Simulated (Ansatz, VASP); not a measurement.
## BAs: VASP beside Ansatz

```xyz
2
Lattice="0.0000 2.3553 2.3553 2.3553 0.0000 2.3553 2.3553 2.3553 0.0000" Properties=species:S:1:pos:R:3 pbc="T T T"
B     0.0000    0.0000    0.0000
As    1.1777    1.1777    1.1777
```

Alike in both runs: task single point; functional PBE; k mesh 10 × 10 × 10; occupations gaussian, width 0.02 eV; no spin polarisation.

```csv
,VASP,Ansatz
version,VASP 6.6.1,Ansatz 0.2.0
potentials or method,"VASP PAW PBE potentials, release 64 (B, As), cutoff 520 eV","scalar-relativistic, plane waves, PAW"
valence electrons in the cell,8,18
```

Ansatz gave:

| Property | Result |
| --- | --- |
| gap on the k mesh at the Fermi level (eV) | 1.14 |
| least direct gap on the mesh (eV) | 3.34 |
| pressure (GPa) | 9.3 |

Task: Which values does VASP return?

Result: gap on the k mesh at the Fermi level (eV): 1.13; least direct gap on the mesh (eV): 3.33; pressure (GPa): 10.1.

VASP's potentials hold 8 valence electrons a cell and Ansatz's 18, so a difference there can come from the potentials and not from the codes.
